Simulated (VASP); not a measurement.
Write the native input for VASP 6.6.1 that does the following.

```
Task                   : single point
Functional             : PBE
Potentials or basis    : VASP PAW PBE potentials, release 64 (Tb_3, Be, C), 4f in core
Cutoff                 : 600 eV
k mesh                 : 6 × 6 × 6
Occupations            : gaussian, width 0.1 eV
Spin                   : no spin polarisation
Dipole correction      : no
Further INCAR settings : ALGO = Normal; EDIFF = 1e-06; NBANDS = 14
```

The structure of TbBeC lies in POSCAR:

```
TbBeC
1.0
    3.7316212500      0.0000000000      0.0000000000
    0.0000000000      3.7316212500      0.0000000000
    0.0000000000      0.0000000000      3.3629777000
Tb Be C
1 1 1
Direct
    0.5000000000      0.5000000000      0.9646526500
    0.0000000000      0.0000000000      0.5722226800
    0.0000000000      0.0000000000      0.9676360300
```

The cell was generated, and may not be a known phase.

The input as run:

INCAR

```
SYSTEM = TbBeC
PREC = Accurate ; ENCUT = 600
EDIFF = 1E-6 ; ISMEAR = 0
SIGMA = 0.1 ; LREAL = .FALSE.
LASPH = .TRUE. ; NELM = 200
ALGO = Normal ; ISIF = 2
LWAVE = .FALSE. ; LCHARG = .TRUE.
GGA = PE ; LELF = .TRUE.
LVHAR = .TRUE. ; NBANDS = 14
GGA_COMPAT = .FALSE. ; LMAXMIX = 6
```

KPOINTS

```
Automatic mesh
0
G
  6 6 6
  0 0 0
```

Potentials or basis: VASP PAW PBE potentials, release 64 (Tb_3, Be, C), 4f in core.

Launch:

```console
$ cat potpaw_PBE.64/Tb_3/POTCAR potpaw_PBE.64/Be/POTCAR potpaw_PBE.64/C/POTCAR > POTCAR
$ mpirun -np 1 vasp_std > vasp.out
```

It gave:

```json
{
  "Pressure": "7.7 GPa",
  "Largest force": "12.639 eV/Å",
  "Band gap on the k mesh": "zero (an odd number of electrons rules out a gap without spin polarisation)"
}
```

Caveat: the stress differs along the axes, from -8 to 40 GPa; spin-orbit coupling is left out, which moves the levels of the heavy elements; the 4f electrons are frozen in the core, so they carry no moment and show no levels; forces of over 1 eV/Å act on the atoms, so gaps and moduli don't describe the material at rest.

Wall time 15 s on 1 thread of AMD EPYC 9R45 96-Core Processor (Zen 5) (shared host), peak memory 0.17 GiB.
